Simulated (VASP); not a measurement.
Runs of VASP 6.6.1 on SnTe. The structure is that of space group R-3m (No. 166), or close to it. The cells are those of the table. 

| cell | gap on the mesh (eV) | pressure (GPa) |
| --- | --- | --- |
| a = 5.623 Å, angles 38.9°, 2 atoms | none | -4.6 |
| a = 6.137 Å, angles 33.6°, 2 atoms | none | -5.6 |
| a = 4.254 Å, angles 67.3°, 2 atoms | none | (b) |
| a = 4.777 Å, angles 52.2°, 2 atoms | none | (a) |
| a = 5.127 Å, angles 45.7°, 2 atoms | none | -3.2 |

Alike in all rows: task single point; level PBEsol; potentials or basis VASP PAW PBE potentials, release 64 (Sn_d, Te); no spin polarisation; k mesh 10 × 10 × 10; cutoff (eV) 520; smearing gaussian 0.03 eV.

**Question.** Estimate the missing entries.

**Answer.** (a) -1.4; (b) -1.2.

Caveats: the PAW data sets were made with another functional, which shifts forces and pressure a little; spin-orbit coupling is left out, which moves the levels of the heavy elements.

A k mesh can miss the band edges, and the runs leave out spin-orbit coupling on Sn, Te.

A gap of «none» marks levels without a gap at the run's occupations.
